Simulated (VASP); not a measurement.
Here is a VASP 6.6.1 calculation.

Contents of INCAR:

```
  PREC = Accurate
  ENCUT = 500
  EDIFF = 1E-6
  ISMEAR = 0
  SIGMA = 0.02
  LREAL = F
  LASPH = T
  NELM = 120
  ALGO = Normal
  ISIF = 2
  LWAVE = F
  LCHARG = F
  NBANDS = 14
  GGA_COMPAT = F
```

The input KPOINTS:

```
Automatic mesh
0
Gamma
  8 8 8
  0.5 0.5 0.5
```

POSCAR

```
Bi
1.0
   -1.9438669660      1.9438669660      1.9438669660
    1.9438669660     -1.9438669660      1.9438669660
    1.9438669660      1.9438669660     -1.9438669660
Bi
1
Direct
    0.0000000000      0.0000000000      0.0000000000
```

Potentials or basis: VASP PAW LDA potentials, release 64 (Bi_d).

Launch:

```bash
$ cat potpaw_LDA.64/Bi_d/POTCAR > POTCAR
$ mpirun -np 1 vasp_std > vasp.out
```

(1) What does it give for the pressure?

Answers

(1) 0.1 GPa.
